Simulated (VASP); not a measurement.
# In15GaP16 (a cell with a defect) in VASP: a series of runs

The runs below take In15GaP16 (a cell with a defect) through single point, with PBE.

Program: VASP 6.6.1. These are calculated values, not measurements. Logs are shortened: lines on timing, memory, paths and dates and some standing lists are left out, and cuts for length are marked.

### 1 The cell of the first run

The cell holds a defect, 32 atoms: a = 10.323 Å, b = 10.323 Å, c = 10.323 Å, α = 109.47°, β = 109.47°, γ = 109.47°.

### 2 Single point, PBE, collinear spin

Contents of INCAR:

```
SYSTEM = In15GaP16
PREC = Accurate
ENCUT = 520
EDIFF = 1E-7
ISMEAR = 0
SIGMA = 0.02
LREAL = Auto
LASPH = .TRUE.
NELM = 150
ALGO = Normal
ISIF = 2
LWAVE = .FALSE.
LCHARG = .FALSE.
ISPIN = 2
MAGMOM = 0.2 0 0 0 0 0 0 0 0 0 0 0 0 0 0 0 0.2 0 0 0.2 0 0.2 0 0 0 0 0 0 0.2 0 0 0
LORBIT = 11
GGA = PE
NELECT = 287.0
NBANDS = 170
KPAR = 2
```

Contents of KPOINTS:

```
Automatic mesh
0
G
  2 2 2
  0 0 0
```

Contents of POSCAR:

```
In15GaP16
1.0
   -5.9597880289      5.9597880289      5.9597880289
    5.9597880289     -5.9597880289      5.9597880289
    5.9597880289      5.9597880289     -5.9597880289
Ga In P
1 15 16
Direct
    0.5000000000      0.5000000000      0.0000000000
    0.5000000000      0.7478062334      0.7525636485
    0.5000000000      0.0000000000      0.5000000000
    0.7478062334      0.2525636485      0.0000000000
    0.5000000000      0.2525636485      0.2478062334
    0.7478062334      0.5000000000      0.7525636485
    0.7474363515      0.7474363515      0.4952425850
    0.0000000000      0.0000000000      0.0000000000
    0.7474363515     -0.0047574150      0.2474363515
    0.0047574150      0.2521937666      0.7521937666
    0.0000000000      0.5000000000      0.5000000000
    0.2525636485      0.7478062334      0.0000000000
   -0.0047574150      0.7474363515      0.2474363515
    0.2521937666      0.0047574150      0.7521937666
    0.2521937666      0.2521937666      0.5047574150
    0.2525636485      0.5000000000      0.2478062334
    0.2640115670      0.5000000000      0.0000000000
    0.2504541495      0.7523805755      0.7504541495
    0.2476194245     -0.0019264260      0.4980735740
    0.5000000000      0.2640115670      0.0000000000
    0.2504541495      0.2504541495      0.2523805755
    0.5000000000      0.5000000000      0.7640115670
    0.5000000000      0.7495458505      0.5019264260
    0.7495458505      0.0019264260      0.0000000000
    0.5000000000      0.0019264260      0.2495458505
    0.7523805755      0.2504541495      0.7504541495
    0.7495458505      0.5000000000      0.5019264260
    0.0019264260      0.7495458505      0.0000000000
    0.7359884330      0.7359884330      0.2359884330
   -0.0019264260     -0.0019264260      0.7476194245
   -0.0019264260      0.2476194245      0.4980735740
    0.0019264260      0.5000000000      0.2495458505
```

Potentials or basis: VASP PAW PBE potentials, release 64 (Ga_d, In_d, P).

The run is started by

```console
$ cat potpaw_PBE.64/Ga_d/POTCAR potpaw_PBE.64/In_d/POTCAR potpaw_PBE.64/P/POTCAR > POTCAR
$ mpirun -np 4 vasp_std > vasp.out
```

OUTCAR:

```text
SYSTEM = In15GaP16
   PREC = Accurate
   ENCUT = 520
   EDIFF = 1E-7
   ISMEAR = 0
   LREAL = Auto
   LASPH = .TRUE.
   NELM = 150
   ISIF = 2
   ISPIN = 2
   LORBIT = 11
   GGA = PE
   NELECT = 287.0

 ion  position               nearest neighbor table
   1  0.500  0.500  0.000-  17 2.44  20 2.44  22 2.44  29 2.44
   2  0.500  0.748  0.753-  18 2.59  24 2.59  23 2.59  22 2.60
   3  0.500  0.000  0.500-  23 2.59  25 2.59  19 2.59  26 2.59
   4  0.748  0.253  0.000-  32 2.59  26 2.59  24 2.59  20 2.60
   5  0.500  0.253  0.248-  21 2.59  27 2.59  25 2.59  20 2.60
   6  0.748  0.500  0.753-  26 2.59  28 2.59  27 2.59  22 2.60
[... 24 lines left out ...]
  31  0.998  0.248  0.498-  15 2.59  10 2.59  11 2.59   9 2.59
  32  0.002  0.500  0.250-  13 2.59   4 2.59  11 2.59  16 2.59

  LATTYP: Found a body centered cubic cell.
 ALAT       =    11.9195760578

  Lattice vectors:

 A1 = (  -5.9597880289,   5.9597880289,   5.9597880289)
 A2 = (   5.9597880289,  -5.9597880289,   5.9597880289)
 A3 = (   5.9597880289,   5.9597880289,  -5.9597880289)

Analysis of symmetry for initial positions (statically):
=====================================================================
 Subroutine PRICEL returns:
 Original cell was already a primitive cell.

 Routine SETGRP: Setting up the symmetry group for a
 body centered cubic supercell.

 Subroutine GETGRP returns: Found 24 space group operations
 (whereof  8 operations were pure point group operations)
 out of a pool of 48 trial point group operations.

The static configuration has the point symmetry D_2d.
 The point group associated with its full space group is T_d .

Analysis of symmetry for dynamics (positions and initial velocities):
=====================================================================
 Subroutine PRICEL returns:
 Original cell was already a primitive cell.

 Routine SETGRP: Setting up the symmetry group for a
 body centered cubic supercell.

 Subroutine GETGRP returns: Found 24 space group operations
 (whereof  8 operations were pure point group operations)
 out of a pool of 48 trial point group operations.

The dynamic configuration has the point symmetry D_2d.
 The point group associated with its full space group is T_d .

Analysis of structural, dynamic, and magnetic symmetry:
=====================================================================
 Subroutine PRICEL returns:
 Original cell was already a primitive cell.

 Routine SETGRP: Setting up the symmetry group for a
 body centered cubic supercell.

 Subroutine GETGRP returns: Found 24 space group operations
 (whereof  8 operations were pure point group operations)
 out of a pool of 48 trial point group operations.

The overall configuration has the point symmetry D_2d.
 The point group associated with its full space group is T_d .

 Subroutine INISYM returns: Found 24 space group operations
 (whereof  8 operations are pure point group operations),
 and found     1 'primitive' translations

----------------------------------------------------------------------------------------

                                     Primitive cell

  volume of cell :     846.7446

  direct lattice vectors                    reciprocal lattice vectors
    -5.959788029  5.959788029  5.959788029     0.000000000  0.083895601  0.083895601
     5.959788029 -5.959788029  5.959788029     0.083895601  0.000000000  0.083895601
     5.959788029  5.959788029 -5.959788029     0.083895601  0.083895601  0.000000000

  length of vectors
    10.322655668 10.322655668 10.322655668     0.118646297  0.118646297  0.118646297

  position of ions in fractional coordinates (direct lattice)
     0.500000000  0.500000000  0.000000000
     0.500000000  0.747806233  0.752563649
     0.500000000  0.000000000  0.500000000
     0.747806233  0.252563649  0.000000000
     0.500000000  0.252563649  0.247806233
     0.747806233  0.500000000  0.752563649
[... 24 lines left out ...]
     0.998073574  0.247619425  0.498073574
     0.001926426  0.500000000  0.249545850

  ion indices of the primitive-cell ions
   primitive index   ion index
                 1           1
                 2           2
                 3           3
                 4           4
                 5           5
                 6           6
[... 24 lines left out ...]
                31          31
                32          32

----------------------------------------------------------------------------------------

 KPOINTS: Automatic mesh

Automatic generation of k-mesh.
 Grid dimensions read from file:
 generate k-points for:    2    2    2

 Generating k-lattice:

  Cartesian coordinates                     Fractional coordinates (reciprocal lattice)
     0.000000000  0.041947801  0.041947801     0.500000000  0.000000000  0.000000000
     0.041947801  0.000000000  0.041947801     0.000000000  0.500000000  0.000000000
     0.041947801  0.041947801  0.000000000     0.000000000  0.000000000  0.500000000

[... 54 lines left out ...]
     AMIX_MAG =   1.60;   BMIX_MAG =  1.00
  volume/ion in A,a.u.               =      26.46       178.57
  Fermi-wavevector in a.u.,A,eV,Ry     =   1.141435  2.157000 17.726686  1.302875
  Thomas-Fermi vector in A             =   2.278136
   LORBIT       =     11    0 simple, 1 ext, 2 COOP (PROOUT), +10 PAW based schemes
   GGA     = PE    functional components
   LHFCALC =     F    Hartree Fock is set to
   AEXX    =    0.0000 exact exchange contribution
   IVDW    =     0    specifies the selected vdW correction
   LEPSILON=     F    determine dielectric tensor
   LRPA    =     F    only Hartree local field effects (RPA)
 spin polarized calculation
 Gauss-broadening in eV      SIGMA  =   0.02
  energy-cutoff  :      520.00
  volume of cell :      846.74
 maximum number of plane-waves:     22938
 NGX is ok and might be reduce to    80
   NGX = 39   NGY = 39   NGZ = 39

 number of electron     286.9999987 magnetization       0.0029409

 Free energy of the ion-electron system (eV)
  ---------------------------------------------------
  ext. energy  EPLUGINS =         0.00000000
  ---------------------------------------------------
  free energy    TOTEN  =      -139.45799217 eV

  energy without entropy =     -139.45269211  energy(sigma->0) =     -139.45534214

 E-fermi :   4.3059     XC(G=0):  -9.0140

 val. band max:        4.2923454169   @ k =   0.5000   0.0000   0.0000
 cond. band min:       4.4779287777   @ k =   0.0000   0.0000   0.0000
 fundamental gap:      0.1855833608
 Fermi energy:         4.3059467361

 spin component 1

 k-point     1 :       0.0000    0.0000    0.0000
  band No.  band energies     occupation
      1      -9.9869      1.00000
      2      -9.9869      1.00000
      3      -9.9869      1.00000
      4      -9.9093      1.00000
      5      -9.9093      1.00000
      6      -9.7216      1.00000
[... 463 lines left out ...]
    154       7.0324      0.00000
    155       7.4404      0.00000
 Fermi energy:         4.3059467361

 spin component 2

 k-point     1 :       0.0000    0.0000    0.0000
  band No.  band energies     occupation
      1      -9.9869      1.00000
      2      -9.9869      1.00000
      3      -9.9869      1.00000
      4      -9.9093      1.00000
      5      -9.9093      1.00000
      6      -9.7216      1.00000
[... 463 lines left out ...]
    154       7.0324      0.00000
    155       7.4404      0.00000
 [bands above 155 left out]

------------------------ aborting loop because EDIFF is reached ----------------------------------------

  FORCE on cell =-STRESS in cart. coord.  units (eV):
  Direction    XX          YY          ZZ          XY          YZ          ZX
  --------------------------------------------------------------------------------------
  -------------------------------------------------------------------------------------
  Total      -15.1624314    -15.1624314    -15.1624314      0.0000000     -0.0000000     -0.0000000
  in kB      -28.6897655    -28.6897655    -28.6897655      0.0000000     -0.0000000     -0.0000000
  external PRESSURE =     -28.6897655 kB  Pullay stress =       0.0000000 kB

 VOLUME and BASIS-vectors are now :
 -----------------------------------------------------------------------------
  energy-cutoff  :      520.00
  volume of cell :      846.74
      direct lattice vectors                 reciprocal lattice vectors
    -5.959788029  5.959788029  5.959788029     0.000000000  0.083895601  0.083895601
     5.959788029 -5.959788029  5.959788029     0.083895601  0.000000000  0.083895601
     5.959788029  5.959788029 -5.959788029     0.083895601  0.083895601  0.000000000

 POSITION                                       TOTAL-FORCE (eV/Angst)
 -----------------------------------------------------------------------------------
      0.00000      0.00000      5.95979         0.000000      0.000000      0.000000
      5.96199      3.00825      2.95154         0.016407     -0.010195      0.010195
      0.00000      5.95979      0.00000         0.000000      0.000000      0.000000
     -2.95154      2.95154      5.96199        -0.010195      0.010195      0.016407
      0.00220      2.95154      3.00825         0.016407      0.010195     -0.010195
      3.00825      5.96199      2.95154        -0.010195      0.016407      0.010195
[... 24 lines left out ...]
     -1.50413      7.44096      4.45565        -0.001773      0.016901     -0.001773
      4.45565     -1.48117      1.50413        -0.001773     -0.016901      0.001773
 -----------------------------------------------------------------------------------
    total drift:                                0.000044      0.000044      0.000056

  FREE ENERGIE OF THE ION-ELECTRON SYSTEM (eV)
  ---------------------------------------------------
  free  energy   TOTEN  =      -139.4579921701 eV

  energy  without entropy=     -139.4526921068  energy(sigma->0) =     -139.45534214

 total charge

# of ion       s       p       d       tot
------------------------------------------
    1        0.854   0.729   9.995  11.577
    2        0.822   0.699   9.889  11.410
    3        0.822   0.695   9.889  11.406
    4        0.822   0.699   9.889  11.410
    5        0.822   0.699   9.889  11.410
    6        0.822   0.699   9.889  11.410
[... 24 lines left out ...]
   31        1.036   1.449   0.000   2.485
   32        1.036   1.449   0.000   2.485
--------------------------------------------------
tot         29.762  34.367 158.327 222.455

 magnetization (x)

# of ion       s       p       d       tot
------------------------------------------
    1       -0.000  -0.000   0.000  -0.000
    2       -0.000   0.000   0.000   0.000
    3       -0.000   0.000   0.000   0.000
    4       -0.000   0.000   0.000   0.000
    5       -0.000   0.000   0.000   0.000
    6       -0.000   0.000   0.000   0.000
[... 24 lines left out ...]
   31        0.000   0.000   0.000   0.000
   32        0.000   0.000   0.000   0.000
--------------------------------------------------
tot         -0.000   0.001   0.000   0.001
```

It took 7.7 min on 4 MPI ranks of Intel Xeon 6975P-C (Granite Rapids), shared host; peak memory 0.98 GiB.

What came out:

```yaml
Free_energy: -139.4580 eV
Largest_force: 0.022 eV/Å
Net_moment: 0.00 μB per cell
Valence_electrons_inside_the_program's_atomic_spheres: Ga 11.58; In 11.41; P 2.48
```

Forces in eV/Å, atoms in the order of the input:
```
Ga   0.000  0.000  0.000
In   0.016 -0.010  0.010
In   0.000  0.000  0.000
In  -0.010  0.010  0.016
In   0.016  0.010 -0.010
In  -0.010  0.016  0.010
In   0.010  0.010 -0.016
In   0.000  0.000  0.000
In   0.010 -0.016  0.010
In  -0.016 -0.010 -0.010
In   0.000  0.000  0.000
In   0.010 -0.010  0.016
In  -0.016  0.010  0.010
In  -0.010 -0.016 -0.010
In  -0.010 -0.010 -0.016
In   0.010  0.016 -0.010
P   -0.001  0.001  0.001
P    0.002  0.017  0.002
P    0.017 -0.002 -0.002
P    0.001 -0.001  0.001
P    0.002  0.002  0.017
P    0.001  0.001 -0.001
P   -0.017  0.002 -0.002
P    0.002 -0.002 -0.017
P   -0.017 -0.002  0.002
P    0.017  0.002  0.002
P    0.002 -0.017 -0.002
P   -0.002  0.002 -0.017
P   -0.001 -0.001 -0.001
P   -0.002 -0.002  0.017
P   -0.002  0.017 -0.002
P   -0.002 -0.017  0.002
```

Caveat: the k points lie up to 0.37 Å⁻¹ apart; the cell carries a net charge on a neutralising background, which shifts energy and pressure; the cell is charged against a uniform background, so pressure and absolute levels hang on convention; spin-orbit coupling is left out, which moves the levels of the heavy elements.

### 3 Single point, PBE, collinear spin

Contents of INCAR:

```
SYSTEM = In15GaP16
PREC = Accurate ; ENCUT = 520
EDIFF = 1E-6 ; ISMEAR = 0
SIGMA = 0.02 ; LREAL = Auto
LASPH = .TRUE. ; NELM = 150
ALGO = Normal ; ISIF = 2
LWAVE = .FALSE. ; LCHARG = .FALSE.
ISPIN = 2 ; MAGMOM = 0.2 0 0 0 0 0 0 0 0 0 0 0 0 0 0 0 0.2 0 0 0.2 0 0.2 0 0 0 0 0 0 0.2 0 0 0
LORBIT = 11 ; GGA = PE
NBANDS = 170 ; NELECT = 289.0
KPAR = 2
```

KPOINTS is that of step 2.

Contents of POSCAR:

```
In15GaP16
1.0
   -5.9597880289      5.9597880289      5.9597880289
    5.9597880289     -5.9597880289      5.9597880289
    5.9597880289      5.9597880289     -5.9597880289
Ga In P
1 15 16
Direct
    0.5000000000      0.5000000000      0.0000000000
    0.5000000000      0.7483117834      0.7528248233
    0.5000000000      0.0000000000      0.5000000000
    0.7483117834      0.2528248233      0.0000000000
    0.5000000000      0.2528248233      0.2483117834
    0.7483117834      0.5000000000      0.7528248233
    0.7471751767      0.7471751767      0.4954869601
    0.0000000000      0.0000000000      0.0000000000
    0.7471751767     -0.0045130399      0.2471751767
    0.0045130399      0.2516882166      0.7516882166
    0.0000000000      0.5000000000      0.5000000000
    0.2528248233      0.7483117834      0.0000000000
   -0.0045130399      0.7471751767      0.2471751767
    0.2516882166      0.0045130399      0.7516882166
    0.2516882166      0.2516882166      0.5045130399
    0.2528248233      0.5000000000      0.2483117834
    0.2639614602      0.5000000000      0.0000000000
    0.2507442767      0.7524465333      0.7507442767
    0.2475534667     -0.0017022566      0.4982977434
    0.5000000000      0.2639614602      0.0000000000
    0.2507442767      0.2507442767      0.2524465333
    0.5000000000      0.5000000000      0.7639614602
    0.5000000000      0.7492557233      0.5017022566
    0.7492557233      0.0017022566      0.0000000000
    0.5000000000      0.0017022566      0.2492557233
    0.7524465333      0.2507442767      0.7507442767
    0.7492557233      0.5000000000      0.5017022566
    0.0017022566      0.7492557233      0.0000000000
    0.7360385398      0.7360385398      0.2360385398
   -0.0017022566     -0.0017022566      0.7475534667
   -0.0017022566      0.2475534667      0.4982977434
    0.0017022566      0.5000000000      0.2492557233
```

Potentials or basis: VASP PAW PBE potentials, release 64 (Ga_d, In_d, P).

The run is started by

```console
$ cat potpaw_PBE.64/Ga_d/POTCAR potpaw_PBE.64/In_d/POTCAR potpaw_PBE.64/P/POTCAR > POTCAR
$ mpirun -np 4 vasp_std > vasp.out
```

Wall time 5.9 min (4 MPI ranks of Intel Xeon 6975P-C (Granite Rapids), shared host); peak memory 0.99 GiB.

The run converged. Its results:

```yaml
Free_energy: -129.4169 eV
Largest_force: 0.019 eV/Å
Net_moment: 0.00 μB per cell
Valence_electrons_inside_the_program's_atomic_spheres: Ga 11.61; In 11.44; P 2.50, 2.51 (each value once)
```

Forces on the atoms (eV/Å):
```
Ga   0.000  0.000  0.000
In  -0.019  0.001 -0.001
In   0.000  0.000  0.000
In   0.001 -0.001 -0.019
In  -0.019 -0.001  0.001
In   0.001 -0.019 -0.001
In  -0.001 -0.001  0.019
In   0.000  0.000  0.000
In  -0.001  0.019 -0.001
In   0.019  0.001  0.001
In   0.000  0.000  0.000
In  -0.001  0.001 -0.019
In   0.019 -0.001 -0.001
In   0.001  0.019  0.001
In   0.001  0.001  0.019
In  -0.001 -0.019  0.001
P    0.005 -0.005 -0.005
P   -0.003 -0.017 -0.003
P   -0.017  0.003  0.003
P   -0.005  0.005 -0.005
P   -0.003 -0.003 -0.017
P   -0.005 -0.005  0.005
P    0.017 -0.003  0.003
P   -0.003  0.003  0.017
P    0.017  0.003 -0.003
P   -0.017 -0.003 -0.003
P   -0.003  0.017  0.003
P    0.003 -0.003  0.017
P    0.005  0.005  0.005
P    0.003  0.003 -0.017
P    0.003 -0.017  0.003
P    0.003  0.017 -0.003
```

Levels at points of the mesh, in eV from the Fermi level:
Spin up:
```tsv
k point	band 143	band 144	band 145	band 146	band 147	band 148
(0.00, 0.00, 0.00)	-1.36	-1.36	-0.97	0.45	0.45	0.45
(0.50, 0.00, 0.00)	-1.61	-1.55	0.67	0.77	0.82	0.92
(0.50, 0.50, 0.50)	-2.21	-2.21	-0.13	-0.01	-0.01	-0.01
```
Spin down:
| k point | band 142 | band 143 | band 144 | band 145 | band 146 | band 147 | band 148 | band 149 |
| --- | --- | --- | --- | --- | --- | --- | --- | --- |
| (0.00, 0.00, 0.00) | -1.36 | -1.36 | -1.36 | -0.97 | 0.45 | 0.45 | 0.45 | 0.82 |
| (0.50, 0.00, 0.00) | -2.33 | -1.61 | -1.55 | 0.67 | 0.77 | 0.82 | 0.92 | 0.93 |
| (0.50, 0.50, 0.50) | -2.23 | -2.21 | -2.21 | -0.13 | -0.01 | -0.01 | -0.01 | 1.06 |

Caveat: the k points lie up to 0.37 Å⁻¹ apart; the cell carries a net charge on a neutralising background, which shifts energy and pressure; the cell is charged against a uniform background, so pressure and absolute levels hang on convention; spin-orbit coupling is left out, which moves the levels of the heavy elements.
